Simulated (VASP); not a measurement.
Wanted: the native input for a VASP 6.6.1 run.

```
Task                   : single point
Functional             : r2SCAN
Dispersion             : rVV10
Potentials or basis    : VASP PAW PBE potentials, release 64 (Nb_sv)
Cutoff                 : 550 eV
k mesh                 : 8 × 8 × 8
Occupations            : gaussian, width 0.1 eV
Spin                   : no spin polarisation
Dipole correction      : no
Further INCAR settings : ALGO = Normal; EDIFF = 1e-06; NBANDS = 12
```

The system is Nb.

```xyz
1
Lattice="-1.6350 1.6350 1.6350 1.6350 -1.6350 1.6350 1.6350 1.6350 -1.6350" Properties=species:S:1:pos:R:3 pbc="T T T"
Nb    0.0000    0.0000    0.0000
```

These files were run (other wordings do the same):

POSCAR

```
Nb
1.0
   -1.6350000000      1.6350000000      1.6350000000
    1.6350000000     -1.6350000000      1.6350000000
    1.6350000000      1.6350000000     -1.6350000000
Nb
1
Direct
    0.0000000000      0.0000000000      0.0000000000
```

INCAR.step1

```
PREC     = Accurate       # precision mode
ENCUT    = 550            # plane-wave cutoff, eV
ISMEAR   = 0              # smearing method
SIGMA    = 0.1            # smearing width, eV
LREAL    = F              # projectors in reciprocal space
LASPH    = T              # aspherical terms in the spheres
NELM     = 120            # most SCF steps
NBANDS   = 12             # bands
GGA      = PE             # functional
ALGO     = Normal         # electronic algorithm
EDIFF    = 1E-5           # SCF threshold, eV
LWAVE    = T              # write WAVECAR
LCHARG   = F              # write CHGCAR
GGA_COMPAT= F
```

INCAR.step2

```
PREC     = Accurate       # precision mode
ENCUT    = 550            # plane-wave cutoff, eV
EDIFF    = 1E-6           # SCF threshold, eV
ISMEAR   = 0              # smearing method
SIGMA    = 0.1            # smearing width, eV
LREAL    = F              # projectors in reciprocal space
LASPH    = T              # aspherical terms in the spheres
NELM     = 120            # most SCF steps
ALGO     = Normal         # electronic algorithm
ISIF     = 2              # what is computed and relaxed
LWAVE    = F              # write WAVECAR
LCHARG   = T              # write CHGCAR
METAGGA  = R2SCAN         # meta-GGA
LMIXTAU  = T            
LUSE_VDW = T            
IVDW_NL  = 2            
BPARAM   = 11.95        
CPARAM   = 0.0093       
LELF     = T              # ELF
LVHAR    = T            
NBANDS   = 12             # bands
ISTART   = 1            
GGA_COMPAT= F
```

KPOINTS

```
regular mesh
0
Gamma
  8 8 8
```

Potentials or basis: VASP PAW PBE potentials, release 64 (Nb_sv).

The run is started by

```bash
$ cat potpaw_PBE.64/Nb_sv/POTCAR > POTCAR
$ cp INCAR.step1 INCAR
$ mpirun -np 1 vasp_std > vasp.out
$ cp INCAR.step2 INCAR
$ mpirun -np 1 vasp_std > vasp.out
```

Results of the run:

```
Pressure : 4.8 GPa
```

Caveat: the PAW data sets were made with another functional, which shifts forces and pressure a little.

Run time: 25 s on 1 thread of Intel(R) Xeon(R) Platinum 8488C (Sapphire Rapids), with other jobs on the host, peak memory 0.21 GiB.
